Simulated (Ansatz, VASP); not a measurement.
**Two plane-wave programs on PtCCl2O**

```
Pt C Cl O
1.0
    11.18300    0.00000    0.00000
     0.00000   11.18300    0.00000
     0.00000    0.00000    3.52500
Pt C Cl O
4 4 8 4
Direct
  0.38613 0.10986 0.00000
  0.89014 0.38613 0.50000
  0.61387 0.89014 0.00000
  0.10986 0.61387 0.50000
  0.22329 0.11753 0.00000
  0.88247 0.22329 0.50000
  0.77671 0.88247 0.00000
  0.11753 0.77671 0.50000
  0.59847 0.10225 0.00000
  0.89775 0.59847 0.50000
  0.40153 0.89775 0.00000
  0.10225 0.40153 0.50000
  0.39311 0.31377 0.00000
  0.68623 0.39311 0.50000
  0.60689 0.68623 0.00000
  0.31377 0.60689 0.50000
  0.12075 0.12423 0.00000
  0.87577 0.12075 0.50000
  0.87925 0.87577 0.00000
  0.12423 0.87925 0.50000
```

Alike in both runs: functional PBE; k mesh 3 × 3 × 9; occupations fermi-dirac, width 0.05 eV; no spin polarisation.

Ansatz relaxed the structure, and its values are those at the end. VASP's run is a single point on that final structure, the one shown.

```csv
,VASP,Ansatz
version,VASP 6.6.1,Ansatz 0.2.0
potentials or method,"VASP PAW PBE potentials, release 64 (Pt, C, Cl, O)","plane-wave PAW, scalar-relativistic"
plane-wave cutoff (eV),520,420
valence electrons in the cell,136,168
```

```tsv
	VASP	Ansatz	Ansatz less VASP
pressure (GPa)	1.7	1.4	-0.23
rms of the force components (eV/Å)	0.298	0.004	-0.2941
```

One of these differences is far larger than is usual between the two programs; its cause wasn't traced. VASP's potentials hold 136 valence electrons a cell and Ansatz's 168, so a difference there can come from the potentials and not from the codes. Ansatz's warnings: stress scf threshold loose.

Spin-orbit coupling is off throughout. Noted on VASP's run: the standard files for N, O and F lose accuracy on very short bonds.
